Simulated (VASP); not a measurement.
# TiO2 (Rutile) (P4_2/mnm) in VASP: notebook, part 2 of 3

VASP 6.6.1.

## Step 3: Relaxation of cell and atoms, PBE+D3(BJ)

This run uses another cell than the first one, of 10.39 Å³/atom, 0.953 times its volume.

File INCAR:

```
SYSTEM = TiO2
ALGO = Normal ; EDIFF = 1E-6
EDIFFG = -0.001 ; ENCUT = 600
GGA = PE ; IBRION = 2
ISIF = 3 ; ISMEAR = 0
IVDW = 12 ; LASPH = .True.
LCHARG = .False. ; LREAL = .False.
LWAVE = .False. ; NELM = 100
NSW = 80 ; PREC = Accurate
SIGMA = 0.01
```

File KPOINTS:

```
k-points
0
Gamma
  3 3 5
  0 0 0
```

File POSCAR:

```
TiO2
1.0
    4.5922000000      0.0000000000      0.0000000000
    0.0000000000      4.5922000000      0.0000000000
    0.0000000000      0.0000000000      2.9574000000
Ti O
2 4
Direct
    0.0000000000      0.0000000000      0.0000000000
    0.5000000000      0.5000000000      0.5000000000
    0.3049600000      0.3049600000      0.0000000000
    0.1950400000      0.8049600000      0.5000000000
    0.6950400000      0.6950400000      0.0000000000
    0.8049600000      0.1950400000      0.5000000000
```

Potentials or basis: VASP PAW PBE potentials, release 64 (Ti_sv, O).

Run with:

```sh
> cat potpaw_PBE.64/Ti_sv/POTCAR potpaw_PBE.64/O/POTCAR > POTCAR
> mpirun -np 1 vasp_std > vasp.out
```

OUTCAR:

```text
SYSTEM = TiO2
   EDIFF = 1E-6
   EDIFFG = -0.001
   ENCUT = 600
   GGA = PE
   IBRION = 2
   ISIF = 3
   ISMEAR = 0
   IVDW = 12
   LASPH = .True.
   LREAL = .False.
   NELM = 100
   NSW = 80
   PREC = Accurate
 IVDW          = 12

 ion  position               nearest neighbor table
   1  0.000  0.000  0.000-   4 1.95   6 1.95   4 1.95   6 1.95   5 1.98   3 1.98
   2  0.500  0.500  0.500-   3 1.95   5 1.95   3 1.95   5 1.95   4 1.98   6 1.98
   3  0.305  0.305  0.000-   2 1.95   2 1.95   1 1.98
   4  0.195  0.805  0.500-   1 1.95   1 1.95   2 1.98
   5  0.695  0.695  0.000-   2 1.95   2 1.95   1 1.98
   6  0.805  0.195  0.500-   1 1.95   1 1.95   2 1.98

  LATTYP: Found a simple tetragonal cell.
 ALAT       =     4.5922000000
 C/A-ratio  =     0.6440050520

  Lattice vectors:

 A1 = (   4.5922000000,   0.0000000000,   0.0000000000)
 A2 = (   0.0000000000,   4.5922000000,   0.0000000000)
 A3 = (   0.0000000000,   0.0000000000,   2.9574000000)

Analysis of symmetry for initial positions (statically):
=====================================================================
 Subroutine PRICEL returns:
 Original cell was already a primitive cell.

 Routine SETGRP: Setting up the symmetry group for a
 simple tetragonal supercell.

 Subroutine GETGRP returns: Found 16 space group operations
 (whereof  8 operations were pure point group operations)
 out of a pool of 16 trial point group operations.

The static configuration has the point symmetry D_2h.
 The point group associated with its full space group is D_4h.

Analysis of symmetry for dynamics (positions and initial velocities):
=====================================================================
 Subroutine PRICEL returns:
 Original cell was already a primitive cell.

 Routine SETGRP: Setting up the symmetry group for a
 simple tetragonal supercell.

 Subroutine GETGRP returns: Found 16 space group operations
 (whereof  8 operations were pure point group operations)
 out of a pool of 16 trial point group operations.

The dynamic configuration has the point symmetry D_2h.
 The point group associated with its full space group is D_4h.

 Subroutine INISYM returns: Found 16 space group operations
 (whereof  8 operations are pure point group operations),
 and found     1 'primitive' translations

----------------------------------------------------------------------------------------

                                     Primitive cell

  volume of cell :      62.3665

  direct lattice vectors                    reciprocal lattice vectors
     4.592200000  0.000000000  0.000000000     0.217760550  0.000000000  0.000000000
     0.000000000  4.592200000  0.000000000     0.000000000  0.217760550  0.000000000
     0.000000000  0.000000000  2.957400000     0.000000000  0.000000000  0.338134848

  length of vectors
     4.592200000  4.592200000  2.957400000     0.217760550  0.217760550  0.338134848

  position of ions in fractional coordinates (direct lattice)
     0.000000000  0.000000000  0.000000000
     0.500000000  0.500000000  0.500000000
     0.304960000  0.304960000  0.000000000
     0.195040000  0.804960000  0.500000000
     0.695040000  0.695040000  0.000000000
     0.804960000  0.195040000  0.500000000

  ion indices of the primitive-cell ions
   primitive index   ion index
                 1           1
                 2           2
                 3           3
                 4           4
                 5           5
                 6           6

----------------------------------------------------------------------------------------

 KPOINTS: k-points

Automatic generation of k-mesh.
 Grid dimensions read from file:
 generate k-points for:    3    3    5

 Generating k-lattice:

  Cartesian coordinates                     Fractional coordinates (reciprocal lattice)
     0.072586850  0.000000000  0.000000000     0.333333333  0.000000000  0.000000000
     0.000000000  0.072586850  0.000000000     0.000000000  0.333333333  0.000000000
     0.000000000  0.000000000  0.067626970     0.000000000  0.000000000  0.200000000

  Length of vectors
     0.072586850  0.072586850  0.067626970

  Shift w.r.t. Gamma in fractional coordinates (k-lattice)
     0.000000000  0.000000000  0.000000000

 Subroutine IBZKPT returns following result:
 ===========================================

 Found      9 irreducible k-points:

 Following reciprocal coordinates:
            Coordinates               Weight
  0.000000  0.000000  0.000000      1.000000
  0.333333  0.000000  0.000000      4.000000
  0.333333  0.333333  0.000000      4.000000
  0.000000  0.000000  0.200000      2.000000
  0.333333  0.000000  0.200000      8.000000
  0.333333  0.333333  0.200000      8.000000
  0.000000  0.000000  0.400000      2.000000
  0.333333  0.000000  0.400000      8.000000
  0.333333  0.333333  0.400000      8.000000
   k-points           NKPTS =      9   k-points in BZ     NKDIM =      9   number of bands    NBANDS=     28
   number of dos      NEDOS =    301   number of ions     NIONS =      6
   total plane-waves  NPLWV =  38400
   dimension x,y,z NGX =    40 NGY =   40 NGZ =   24
   dimension x,y,z NGXF=    80 NGYF=   80 NGZF=   48
   ions per type =               2   4
   NGX,Y,Z   is equivalent  to a cutoff of  14.48, 14.48, 13.49 a.u.
   NGXF,Y,Z  is equivalent  to a cutoff of  28.96, 28.96, 26.98 a.u.
 SYSTEM =  TiO2
   PREC   = accura    normal or accurate (medium, high low for compatibility)
   ISTART =      0    job   : 0-new  1-cont  2-samecut
   ICHARG =      2    charge: 1-file 2-atom 10-const
   ISPIN  =      1    spin polarized calculation?
   LNONCOLLINEAR =      F non collinear calculations
   LSORBIT =      F    spin-orbit coupling
   LASPH  =      T    aspherical Exc in radial PAW
   ENCUT  =  600.0 eV  44.10 Ry    6.64 a.u.   9.17  9.17  5.91*2*pi/ulx,y,z
   NELM   =    100;   NELMIN=  2; NELMDL= -5     # of ELM steps
   EDIFF  = 0.1E-05   stopping-criterion for ELM
   LREAL  =      F    real-space projection
   EDIFFG = -.1E-02   stopping-criterion for IOM
   NSW    =     80    number of steps for IOM
   IBRION =      2    ionic relax: 0-MD 1-quasi-New 2-CG
   NFREE  =      1    steps in history (QN), initial steepest desc. (CG)
   ISIF   =      3    stress and relaxation
   ISYM   =      2    0-nonsym 1-usesym 2-fastsym
   POTIM  = 0.5000    time-step for ionic-motion
   TEBEG  =    0.0;   TEEND  =   0.0 temperature during run
   PSTRESS=    0.0 pullay stress
   NELECT =      48.0000    total number of electrons
   NUPDOWN=      -1.0000    fix difference up-down
   EMIN   =  10.00;   EMAX   =-10.00  energy-range for DOS
   EFERMI =   0.00;   METHOD = LEGACY
   ISMEAR =     0;   SIGMA  =   0.01  broadening in eV -4-tet -1-fermi 0-gaus
   EFERMI_NEDOS =   21; number of points for ismear=-14 and -15
   IALGO  =     38    algorithm
   IMIX   =      4    mixing-type and parameters
     AMIX     =   0.40;   BMIX     =  1.00
     AMIX_MAG =   1.60;   BMIX_MAG =  1.00
  volume/ion in A,a.u.               =      10.39        70.15
  Fermi-wavevector in a.u.,A,eV,Ry     =   1.500277  2.835112 30.624403  2.250830
  Thomas-Fermi vector in A             =   2.611798
   LORBIT       =      0    0 simple, 1 ext, 2 COOP (PROOUT), +10 PAW based schemes
   GGA     = PE    functional components
   LHFCALC =     F    Hartree Fock is set to
   AEXX    =    0.0000 exact exchange contribution
   IVDW    =    12    specifies the selected vdW correction
   LEPSILON=     F    determine dielectric tensor
   LRPA    =     F    only Hartree local field effects (RPA)
 conjugate gradient relaxation of ions
 non-spin polarized calculation
 Gauss-broadening in eV      SIGMA  =   0.01
  energy-cutoff  :      600.00
  volume of cell :       62.37
 maximum number of plane-waves:      2091
 NGX is ok and might be reduce to    40
   NGX = 19   NGY = 19   NGZ = 11

--------------------------------------- Ionic step        1  -------------------------------------------

 number of electron      47.9999989 magnetization

 Free energy of the ion-electron system (eV)
  ---------------------------------------------------
  ext. energy  EPLUGINS =         0.00000000
  ---------------------------------------------------
  free energy    TOTEN  =       -53.64664562 eV

  energy without entropy =      -53.64664562  energy(sigma->0) =      -53.64664562

------------------------ aborting loop because EDIFF is reached ----------------------------------------

 Edisp (eV)   -1.49341

 E8    (eV) :    -0.5946
[... 117 lines left out ...]
  FREE ENERGIE OF THE ION-ELECTRON SYSTEM (eV)
  ---------------------------------------------------
  free  energy   TOTEN  =       -55.1436884534 eV

  energy  without entropy=      -55.1436884534  energy(sigma->0) =      -55.14368845

[... ionic steps 4 to 13 ...]

--------------------------------------- Ionic step       14  -------------------------------------------

 number of electron      47.9999986 magnetization

------------------------ aborting loop because EDIFF is reached ----------------------------------------
[... 83 lines left out ...]
--------------------------------------- Ionic step       16  -------------------------------------------

 number of electron      47.9999986 magnetization

 Free energy of the ion-electron system (eV)
  ---------------------------------------------------
  ext. energy  EPLUGINS =         0.00000000
  ---------------------------------------------------
  free energy    TOTEN  =       -53.66208480 eV

  energy without entropy =      -53.66208480  energy(sigma->0) =      -53.66208480

 E-fermi :   4.8950     XC(G=0): -11.3783

 val. band max:        4.7862704971   @ k =   0.0000   0.0000   0.0000
 cond. band min:       6.6139054862   @ k =   0.0000   0.0000   0.0000
 fundamental gap:      1.8276349891
 Fermi energy:         4.8950171667

 k-point     1 :       0.0000    0.0000    0.0000
  band No.  band energies     occupation
      1     -52.1656      2.00000
      2     -52.1492      2.00000
      3     -28.4671      2.00000
      4     -28.4671      2.00000
      5     -28.3066      2.00000
      6     -28.3066      2.00000
[... 305 lines left out ...]
  FREE ENERGIE OF THE ION-ELECTRON SYSTEM (eV)
  ---------------------------------------------------
  free  energy   TOTEN  =       -55.1440877106 eV

  energy  without entropy=      -55.1440877106  energy(sigma->0) =      -55.14408771

 reached required accuracy - stopping structural energy minimisation
```

It took 81 s on 1 thread of AMD EPYC 9R45 (Zen 5), shared host; peak memory 0.18 GiB.

Results:

| Item | Value |
| --- | --- |
| Free energy | -55.1441 eV |
| Relaxed volume | 10.47 Å³/atom |
| Relaxed cell | a = 4.608 Å, b = 4.608 Å, c = 2.958 Å, α = 90.00°, β = 90.00°, γ = 90.00° |
| Space group after relaxing (to 0.05 Å) | P4_2/mnm (No. 136) |
| Energy gained by relaxing | 0.7 meV/atom |
| Ionic steps | 16 |
| Pressure after relaxing | 0.0 GPa |
| Band gap on the k mesh | 1.83 eV, direct |
| Dispersion energy per atom | -0.247 eV |

The path:
```csv
step,energy change (eV),largest force (eV/Å),pressure (GPa),volume (Å³)
1,0.0000,0.1296,1.88,62.37
2,0.0016,0.0789,-2.46,63.47
3,-0.0036,0.0323,-0.14,62.86
4,-0.0040,0.0035,-0.03,62.83
5,-0.0040,0.0033,0.02,62.82
6,-0.0040,0.0026,0.01,62.82
7,-0.0040,0.0004,0.01,62.83
8,-0.0040,0.0022,0.01,62.82
9,-0.0040,0.0003,-0.01,62.83
10,-0.0040,0.0007,0.02,62.83
11,-0.0040,0.0013,0.01,62.83
12,-0.0040,0.0032,0.01,62.83
13,-0.0040,0.0027,-0.01,62.83
14,-0.0040,0.0020,0.00,62.83
15,-0.0040,0.0018,0.00,62.83
16,-0.0040,0.0005,0.00,62.83
```

Final structure:
```
Ti O
1.0
     4.60849    0.00000    0.00000
     0.00000    4.60849    0.00000
     0.00000    0.00000    2.95849
Ti O
2 4
Direct
  0.00000 0.00000 0.00000
  0.50000 0.50000 0.50000
  0.30424 0.30424 0.00000
  0.19576 0.80424 0.50000
  0.69576 0.69576 0.00000
  0.80424 0.19576 0.50000
```

Levels at points of the mesh, in eV from the valence-band top:
```
           k point  band 20  band 21  band 22  band 23  band 24  band 25  band 26  band 27  band 28
(0.00, 0.00, 0.00)    -1.97    -0.70    -0.46    -0.46     0.00     1.83     2.11     2.37     2.46
```

Caveat: the k points lie up to 0.45 Å⁻¹ apart in the final cell. A k mesh can miss the band edges.

(Part 2 of 3 ends here.)
